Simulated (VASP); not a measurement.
# Bi (P6_3/mmc) in VASP: a series of runs

Bi is run at these levels: PBE; tasks: single point.

Program: VASP 6.6.1. These are calculated values, not measurements. Logs are shortened: lines on timing, memory, paths and dates and some standing lists are left out, and cuts for length are marked.

## 1. The cell of the first run

Symmetry: P6_3/mmc, No. 194, hexagonal system. Conventional cell: a = 4.577 Å, b = 4.577 Å, c = 11.927 Å, α = 90.00°, β = 90.00°, γ = 120.00°.

This isn't the form of Bi at room conditions, which is rhombohedral.

## 2. Single point, PBE (108.17 Å³/atom)

INCAR reads:

```
SYSTEM = Bi
PREC = Accurate
ENCUT = 520
EDIFF = 1E-6
ISMEAR = -1
SIGMA = 0.03
LREAL = .FALSE.
LASPH = .TRUE.
NELM = 60
ALGO = Normal
ISIF = 2
LWAVE = .FALSE.
LCHARG = .FALSE.
GGA = PE
NBANDS = 22
```

KPOINTS reads:

```
Automatic mesh
0
G
  9 9 3
  0 0 0
```

POSCAR reads:

```
Bi
1.0
    4.5765144001      0.0000000000      0.0000000000
   -2.2882572001      3.9633777313      0.0000000000
    0.0000000000      0.0000000000     11.9267647641
Bi
2
Direct
    0.3333333333      0.6666666667      0.2500000000
    0.6666666667      0.3333333333      0.7500000000
```

Potentials or basis: VASP PAW PBE potentials, release 64 (Bi_d).

Run with:

```
> cat potpaw_PBE.64/Bi_d/POTCAR > POTCAR
> mpirun -np 1 vasp_std > vasp.out
```

OUTCAR:

```text
SYSTEM = Bi
   PREC = Accurate
   ENCUT = 520
   EDIFF = 1E-6
   ISMEAR = -1
   LREAL = .FALSE.
   LASPH = .TRUE.
   NELM = 60
   ISIF = 2
   GGA = PE

 ion  position               nearest neighbor table
   1  0.333  0.667  0.250-
   2  0.667  0.333  0.750-

  LATTYP: Found a hexagonal cell.
 ALAT       =     4.5765144001
 C/A-ratio  =     2.6060804624

  Lattice vectors:

 A1 = (   4.5765144001,   0.0000000000,   0.0000000000)
 A2 = (  -2.2882572001,   3.9633777313,   0.0000000000)
 A3 = (   0.0000000000,   0.0000000000,  11.9267647641)

Analysis of symmetry for initial positions (statically):
=====================================================================
 Subroutine PRICEL returns:
 Original cell was already a primitive cell.

 Routine SETGRP: Setting up the symmetry group for a
 hexagonal supercell.

 Subroutine GETGRP returns: Found 24 space group operations
 (whereof 12 operations were pure point group operations)
 out of a pool of 24 trial point group operations.

The static configuration has the point symmetry D_3d.
 The point group associated with its full space group is D_6h.

Analysis of symmetry for dynamics (positions and initial velocities):
=====================================================================
 Subroutine PRICEL returns:
 Original cell was already a primitive cell.

 Routine SETGRP: Setting up the symmetry group for a
 hexagonal supercell.

 Subroutine GETGRP returns: Found 24 space group operations
 (whereof 12 operations were pure point group operations)
 out of a pool of 24 trial point group operations.

The dynamic configuration has the point symmetry D_3d.
 The point group associated with its full space group is D_6h.

 Subroutine INISYM returns: Found 24 space group operations
 (whereof 12 operations are pure point group operations),
 and found     1 'primitive' translations

----------------------------------------------------------------------------------------

                                     Primitive cell

  volume of cell :     216.3331

  direct lattice vectors                    reciprocal lattice vectors
     4.576514400  0.000000000  0.000000000     0.218506906  0.126155021  0.000000000
    -2.288257200  3.963377731  0.000000000     0.000000000  0.252310042  0.000000000
     0.000000000  0.000000000 11.926764764     0.000000000  0.000000000  0.083845034

  length of vectors
     4.576514400  4.576514400 11.926764764     0.252310042  0.252310042  0.083845034

  position of ions in fractional coordinates (direct lattice)
     0.333333333  0.666666667  0.250000000
     0.666666667  0.333333333  0.750000000

  ion indices of the primitive-cell ions
   primitive index   ion index
                 1           1
                 2           2

----------------------------------------------------------------------------------------

 KPOINTS: Automatic mesh

Automatic generation of k-mesh.
 Grid dimensions read from file:
 generate k-points for:    9    9    3

 Generating k-lattice:

  Cartesian coordinates                     Fractional coordinates (reciprocal lattice)
     0.024278545  0.014017225  0.000000000     0.111111111  0.000000000  0.000000000
     0.000000000  0.028034449  0.000000000     0.000000000  0.111111111  0.000000000
     0.000000000  0.000000000  0.027948345     0.000000000  0.000000000  0.333333333

  Length of vectors
     0.028034449  0.028034449  0.027948345

  Shift w.r.t. Gamma in fractional coordinates (k-lattice)
     0.000000000  0.000000000  0.000000000

 Subroutine IBZKPT returns following result:
 ===========================================

 Found     24 irreducible k-points:

 Following reciprocal coordinates:
            Coordinates               Weight
  0.000000  0.000000  0.000000      1.000000
  0.111111  0.000000  0.000000      6.000000
  0.222222  0.000000  0.000000      6.000000
  0.333333  0.000000  0.000000      6.000000
  0.444444  0.000000  0.000000      6.000000
  0.111111  0.111111  0.000000      6.000000
[... 16 lines left out ...]
  0.333333  0.222222  0.333333     24.000000
  0.333333  0.333333  0.333333      4.000000
   k-points           NKPTS =     24   k-points in BZ     NKDIM =     24   number of bands    NBANDS=     22
   number of dos      NEDOS =    301   number of ions     NIONS =      2
   total plane-waves  NPLWV = 116640
   dimension x,y,z NGX =    36 NGY =   36 NGZ =   90
   dimension x,y,z NGXF=    72 NGYF=   72 NGZF=  180
   ions per type =               2
   NGX,Y,Z   is equivalent  to a cutoff of  13.08, 13.08, 12.55 a.u.
   NGXF,Y,Z  is equivalent  to a cutoff of  26.15, 26.15, 25.09 a.u.
 SYSTEM =  Bi
   PREC   = accura    normal or accurate (medium, high low for compatibility)
   ISTART =      0    job   : 0-new  1-cont  2-samecut
   ICHARG =      2    charge: 1-file 2-atom 10-const
   ISPIN  =      1    spin polarized calculation?
   LNONCOLLINEAR =      F non collinear calculations
   LSORBIT =      F    spin-orbit coupling
   LASPH  =      T    aspherical Exc in radial PAW
   ENCUT  =  520.0 eV  38.22 Ry    6.18 a.u.   8.51  8.51 22.18*2*pi/ulx,y,z
   NELM   =     60;   NELMIN=  2; NELMDL= -5     # of ELM steps
   EDIFF  = 0.1E-05   stopping-criterion for ELM
   LREAL  =      F    real-space projection
   EDIFFG = 0.1E-04   stopping-criterion for IOM
   NSW    =      0    number of steps for IOM
   IBRION =     -1    ionic relax: 0-MD 1-quasi-New 2-CG
   NFREE  =      0    steps in history (QN), initial steepest desc. (CG)
   ISIF   =      2    stress and relaxation
   ISYM   =      2    0-nonsym 1-usesym 2-fastsym
   POTIM  = 0.5000    time-step for ionic-motion
   TEBEG  =    0.0;   TEEND  =   0.0 temperature during run
   PSTRESS=    0.0 pullay stress
   NELECT =      30.0000    total number of electrons
   NUPDOWN=      -1.0000    fix difference up-down
   EMIN   =  10.00;   EMAX   =-10.00  energy-range for DOS
   EFERMI =   0.00;   METHOD = LEGACY
   ISMEAR =    -1;   SIGMA  =   0.03  broadening in eV -4-tet -1-fermi 0-gaus
   EFERMI_NEDOS =   21; number of points for ismear=-14 and -15
   IALGO  =     38    algorithm
   IMIX   =      4    mixing-type and parameters
     AMIX     =   0.40;   BMIX     =  1.00
     AMIX_MAG =   1.60;   BMIX_MAG =  1.00
  volume/ion in A,a.u.               =     108.17       729.94
  Fermi-wavevector in a.u.,A,eV,Ry     =   0.847372  1.601301  9.769525  0.718040
  Thomas-Fermi vector in A             =   1.962868
   LORBIT       =      0    0 simple, 1 ext, 2 COOP (PROOUT), +10 PAW based schemes
   GGA     = PE    functional components
   LHFCALC =     F    Hartree Fock is set to
   AEXX    =    0.0000 exact exchange contribution
   IVDW    =     0    specifies the selected vdW correction
   LEPSILON=     F    determine dielectric tensor
   LRPA    =     F    only Hartree local field effects (RPA)
 non-spin polarized calculation
  energy-cutoff  :      520.00
  volume of cell :      216.33
 maximum number of plane-waves:      5882
 NGX is ok and might be reduce to    36
   NGX = 17   NGY = 17   NGZ = 45

 number of electron      29.9999993 magnetization

 Free energy of the ion-electron system (eV)
  ---------------------------------------------------
  ext. energy  EPLUGINS =         0.00000000
  ---------------------------------------------------
  free energy    TOTEN  =        -3.11587129 eV

  energy without entropy =       -3.09268560  energy(sigma->0) =       -3.10427845

 E-fermi :  -1.1419     XC(G=0):  -5.2395

 val. band max:       -1.1422651573   @ k =   0.3333   0.0000   0.3333
 cond. band min:      -1.1411292358   @ k =   0.3333   0.1111   0.3333
 fundamental gap:      0.0011359215
 Fermi energy:        -1.1419368726

 k-point     1 :       0.0000    0.0000    0.0000
  band No.  band energies     occupation
      1     -23.9626      2.00000
      2     -23.9626      2.00000
      3     -23.9588      2.00000
      4     -23.9588      2.00000
      5     -23.9588      2.00000
      6     -23.9588      2.00000
[... 14 lines left out ...]
     21       4.5156      0.00000
     22       4.6939      0.00000

 k-point     2 :       0.1111    0.0000    0.0000
  band No.  band energies     occupation
      1     -23.9623      2.00000
      2     -23.9622      2.00000
      3     -23.9591      2.00000
      4     -23.9591      2.00000
      5     -23.9589      2.00000
      6     -23.9589      2.00000
[... 14 lines left out ...]
     21       4.6506      0.00000
     22       4.9119      0.00000

 k-point     3 :       0.2222    0.0000    0.0000
  band No.  band energies     occupation
      1     -23.9614      2.00000
      2     -23.9614      2.00000
      3     -23.9597      2.00000
      4     -23.9597      2.00000
      5     -23.9590      2.00000
      6     -23.9590      2.00000
[... 14 lines left out ...]
     21       4.5761      0.00000
     22       5.1731      0.00000

 k-point     4 :       0.3333    0.0000    0.0000
  band No.  band energies     occupation
      1     -23.9609      2.00000
      2     -23.9608      2.00000
      3     -23.9604      2.00000
      4     -23.9604      2.00000
      5     -23.9592      2.00000
      6     -23.9592      2.00000
[... 14 lines left out ...]
     21       4.3435      0.00000
     22       4.8640      0.00000

 k-point     5 :       0.4444    0.0000    0.0000
  band No.  band energies     occupation
      1     -23.9609      2.00000
      2     -23.9609      2.00000
      3     -23.9607      2.00000
      4     -23.9606      2.00000
      5     -23.9594      2.00000
      6     -23.9593      2.00000
[... 417 lines left out ...]
 k-point    22 :       0.2222    0.2222    0.3333
  band No.  band energies     occupation
      1     -23.9605      2.00000
      2     -23.9604      2.00000
      3     -23.9599      2.00000
      4     -23.9599      2.00000
      5     -23.9596      2.00000
      6     -23.9596      2.00000
[... 14 lines left out ...]
     21       5.3005      0.00000
     22       5.6259      0.00000

 k-point    23 :       0.3333    0.2222    0.3333
  band No.  band energies     occupation
      1     -23.9606      2.00000
      2     -23.9606      2.00000
      3     -23.9599      2.00000
      4     -23.9599      2.00000
      5     -23.9593      2.00000
      6     -23.9593      2.00000
[... 14 lines left out ...]
     21       4.9882      0.00000
     22       5.4138      0.00000

 k-point    24 :       0.3333    0.3333    0.3333
  band No.  band energies     occupation
      1     -23.9603      2.00000
      2     -23.9603      2.00000
      3     -23.9603      2.00000
      4     -23.9603      2.00000
      5     -23.9589      2.00000
      6     -23.9589      2.00000
[... 14 lines left out ...]
     21       4.4256      0.00000
     22       4.9380      0.00000

------------------------ aborting loop because EDIFF is reached ----------------------------------------

  FORCE on cell =-STRESS in cart. coord.  units (eV):
  Direction    XX          YY          ZZ          XY          YZ          ZX
  --------------------------------------------------------------------------------------
  -------------------------------------------------------------------------------------
  Total       -6.1836316     -6.1836316     -0.4259794      0.0000000      0.0000000      0.0000000
  in kB      -45.7963891    -45.7963891     -3.1548320      0.0000000      0.0000000      0.0000000
  external PRESSURE =     -31.5825367 kB  Pullay stress =       0.0000000 kB

 VOLUME and BASIS-vectors are now :
 -----------------------------------------------------------------------------
  energy-cutoff  :      520.00
  volume of cell :      216.33
      direct lattice vectors                 reciprocal lattice vectors
     4.576514400  0.000000000  0.000000000     0.218506906  0.126155021  0.000000000
    -2.288257200  3.963377731  0.000000000     0.000000000  0.252310042  0.000000000
     0.000000000  0.000000000 11.926764764     0.000000000  0.000000000  0.083845034

 POSITION                                       TOTAL-FORCE (eV/Angst)
 -----------------------------------------------------------------------------------
     -0.00000      2.64225      2.98169         0.000000      0.000000      0.000000
      2.28826      1.32113      8.94507        -0.000000      0.000000      0.000000
 -----------------------------------------------------------------------------------
    total drift:                               -0.000000      0.000000      0.000000

  FREE ENERGIE OF THE ION-ELECTRON SYSTEM (eV)
  ---------------------------------------------------
  free  energy   TOTEN  =        -3.1158712891 eV

  energy  without entropy=       -3.0926856010  energy(sigma->0) =       -3.10427845
```

Wall time 2 min (1 thread of Intel Xeon 8259CL, shared host); peak memory 0.37 GiB.

What came out:

```
Free energy            : -3.1159 eV
Pressure               : -3.2 GPa
Band gap on the k mesh : zero (bands 15 and 16 overlap by 2.04 eV)
```

Caveat: the cell stands under tension; spin-orbit coupling is left out, which moves the levels of the heavy elements.

## 3. Single point, PBE (109.75 Å³/atom)

This run uses another cell than the first one.

INCAR reads:

```
SYSTEM = Bi
PREC = Accurate
ENCUT = 520
EDIFF = 1E-7
ISMEAR = -1
SIGMA = 0.03
LREAL = .False.
LASPH = .True.
NELM = 80
ALGO = Normal
ISIF = 2
LWAVE = .False.
LCHARG = .True.
GGA = PE
LELF = .True.
LVHAR = .True.
NBANDS = 22
```

KPOINTS reads:

```
regular mesh
0
Gamma
  9 9 3
  0 0 0
```

POSCAR reads:

```
Bi
1.0
    4.5987308376      0.0000000000      0.0000000000
   -2.2993654188      3.9826177306      0.0000000000
    0.0000000000      0.0000000000     11.9846625878
Bi
2
Direct
    0.3333333333      0.6666666667      0.2500000000
    0.6666666667      0.3333333333      0.7500000000
```

Potentials or basis: VASP PAW PBE potentials, release 64 (Bi_d).

Run with:

```
> cat potpaw_PBE.64/Bi_d/POTCAR > POTCAR
> mpirun -np 1 vasp_std > vasp.out
```

Wall time 2.8 min (1 thread of Intel Xeon 8259CL, shared host); peak memory 0.37 GiB.

Results (log left out):

```
Free energy            : -3.0546 eV
Pressure               : -3.1 GPa
Band gap on the k mesh : zero (bands 15 and 16 overlap by 1.99 eV)
```

Stress tensor (GPa, compression positive):
```
-4.47  0.00  0.00
 0.00 -4.47  0.00
 0.00  0.00 -0.30
```

Levels at points of the mesh, in eV from the Fermi level:
```
           k point  band 11  band 12  band 13  band 14  band 15  band 16  band 17  band 18  band 19  band 20
(0.00, 0.00, 0.00)   -10.28   -10.27    -0.78    -0.32     1.33     1.33     1.34     1.34     3.04     4.45
```

Caveat: the cell stands under tension; spin-orbit coupling is left out, which moves the levels of the heavy elements.
